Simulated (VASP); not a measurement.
## SiO2: single point with LDA

SiO2:

```
Si O
1.0
    -2.47196    2.47196    3.65784
     2.47196   -2.47196    3.65784
     2.47196    2.47196   -3.65784
Si O
2 4
Direct
  0.00000 0.00000 0.00000
  0.75000 0.25000 0.50000
  0.97336 0.62500 0.84836
  0.37500 0.22336 0.34836
  0.77664 0.12500 0.15164
  0.87500 0.02664 0.65164
```

```
Program             : VASP 6.6.1
Task                : single point
Functional          : LDA
Potentials or basis : VASP PAW LDA potentials, release 64 (Si, O)
Cutoff              : 520 eV
k mesh              : 8 × 8 × 8
Occupations         : gaussian, width 0.01 eV
Spin                : no spin polarisation
```

```
Pressure               : -1.0 GPa
Largest force          : 0.074 eV/Å
Band gap on the k mesh : 5.71 eV, direct
```

Forces on the atoms (eV/Å):
```
Si   0.000  0.000  0.000
Si   0.000  0.000  0.000
O    0.000 -0.074  0.000
O   -0.074  0.000  0.000
O    0.000  0.074  0.000
O    0.074  0.000  0.000
```

Levels at points of the mesh, in eV from the valence-band top:
| k point | band 13 | band 14 | band 15 | band 16 | band 17 | band 18 | band 19 | band 20 |
| --- | --- | --- | --- | --- | --- | --- | --- | --- |
| (0.00, 0.00, 0.00) | -1.57 | -0.70 | 0.00 | 0.00 | 5.71 | 8.56 | 10.45 | 10.45 |
| (0.50, 0.00, 0.00) | -1.51 | -0.79 | -0.49 | -0.15 | 8.07 | 8.70 | 9.45 | 10.00 |
| (0.50, 0.50, 0.00) | -0.98 | -0.98 | -0.33 | -0.33 | 8.91 | 8.91 | 10.00 | 10.00 |
| (0.50, 0.50, 0.50) | -1.49 | -1.49 | -0.32 | -0.32 | 8.67 | 8.67 | 9.99 | 9.99 |

Run time: 2.5 min on 1 thread of Intel(R) Xeon(R) Platinum 8488C (Sapphire Rapids), with other jobs on the host, peak memory 0.25 GiB.

A k mesh can miss the band edges. As with any semilocal functional, this LDA gap is likely too small.
